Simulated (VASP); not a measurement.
A run of VASP 6.6.1 is set up as follows.

INCAR

```
  PREC = Accurate
  ENCUT = 600
  EDIFF = 1E-6
  ISMEAR = -1
  SIGMA = 0.05
  LREAL = F
  LASPH = T
  NELM = 100
  ALGO = Normal
  ISIF = 3
  LWAVE = F
  LCHARG = F
  GGA = PE
  IVDW = 12
  IBRION = 2
  NSW = 60
  EDIFFG = -0.01
```

KPOINTS

```
Automatic mesh
0
Gamma
  7 7 7
```

File POSCAR:

```
Si3N4
1.0
    4.1307800000      0.0000000000      0.0000000000
    0.0000000000      4.1307800000      0.0000000000
    0.0000000000      0.0000000000      4.1307800000
Si N
3 4
Direct
    0.0000000000      0.0000000000      0.5000000000
    0.5000000000      0.0000000000      0.0000000000
    0.0000000000      0.5000000000      0.0000000000
    0.2395200000      0.2395200000      0.7604800000
    0.7604800000      0.7604800000      0.7604800000
    0.2395200000      0.7604800000      0.2395200000
    0.7604800000      0.2395200000      0.2395200000
```

Potentials or basis: VASP PAW PBE potentials, release 64 (Si, N).

Run with:

```sh
$ cat potpaw_PBE.64/Si/POTCAR potpaw_PBE.64/N/POTCAR > POTCAR
$ mpirun -np 1 vasp_std > vasp.out
```

Q: Estimate the relaxed cell.

A: a = 4.100 Å, b = 4.100 Å, c = 4.100 Å, α = 90.00°, β = 90.00°, γ = 90.00°.

Q: Predict the space group after relaxing (to 0.1 Å).

A: P-43m (No. 215).

Q: Estimate the band gap on the k mesh.

A: 2.73 eV (least direct gap 2.92 eV).

Q: Predict the relaxed volume.

A: 9.85 Å³/atom.

Step by step:
| step | energy change (eV) | largest force (eV/Å) | pressure (GPa) | volume (Å³) |
| --- | --- | --- | --- | --- |
| 1 | 0.0000 | 0.0036 | -4.67 | 70.48 |
| 2 | 0.0100 | 0.3945 | 6.13 | 67.53 |
| 3 | -0.0201 | 0.1682 | -0.03 | 69.14 |
| 4 | -0.0231 | 0.0400 | -0.05 | 68.97 |
| 5 | -0.0233 | 0.0011 | -0.03 | 68.92 |

Caveat: an odd mesh through Γ misses points on the zone boundary, where band edges can lie.
